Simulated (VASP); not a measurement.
Write the native input for VASP 6.6.1 that does the following.

```yaml
Task: single point
Functional: LDA
Potentials_or_basis: VASP PAW LDA potentials, release 64 (Ru_sv)
Cutoff: 600 eV
k_mesh: 9 × 9 × 5
Occupations: fermi-dirac, width 0.05 eV
Spin: no spin polarisation
Dipole_correction: no
Second_run: valence_matched
Further_INCAR_settings: ALGO = Normal; EDIFF = 1e-06; NBANDS = 23
```

The structure of Ru lies in POSCAR:

```
Ru
1.0
    2.6724726904      0.0000000000      0.0000000000
   -1.3362363452      2.3144292408      0.0000000000
    0.0000000000      0.0000000000      4.2291598813
Ru
2
Direct
    0.3333333333      0.6666666667      0.2500000000
    0.6666666667      0.3333333333      0.7500000000
```

The input as run:

INCAR

```
  PREC = Accurate
  ENCUT = 600
  EDIFF = 1E-6
  ISMEAR = -1
  SIGMA = 0.05
  LREAL = F
  LASPH = T
  NELM = 120
  ALGO = Normal
  ISIF = 2
  LWAVE = F
  LCHARG = T
  LELF = T
  LVHAR = T
  NBANDS = 23
  GGA_COMPAT = F
```

KPOINTS

```
regular mesh
0
Gamma
  9 9 5
```

Potentials or basis: VASP PAW LDA potentials, release 64 (Ru_sv).

Command:

```console
$ cat potpaw_LDA.64/Ru_sv/POTCAR > POTCAR
$ mpirun -np 1 vasp_std > vasp.out
```

Results of the run:

| Property | Result |
| --- | --- |
| Pressure | 0.7 GPa |
| Band gap on the k mesh | zero (band 16 reaches 17.29 eV, above the bottom of band 17 at 14.04 eV) |

Run time: 17 s on 1 thread of Intel(R) Xeon(R) Platinum 8488C (Sapphire Rapids), with other jobs on the host, peak memory 0.14 GiB.
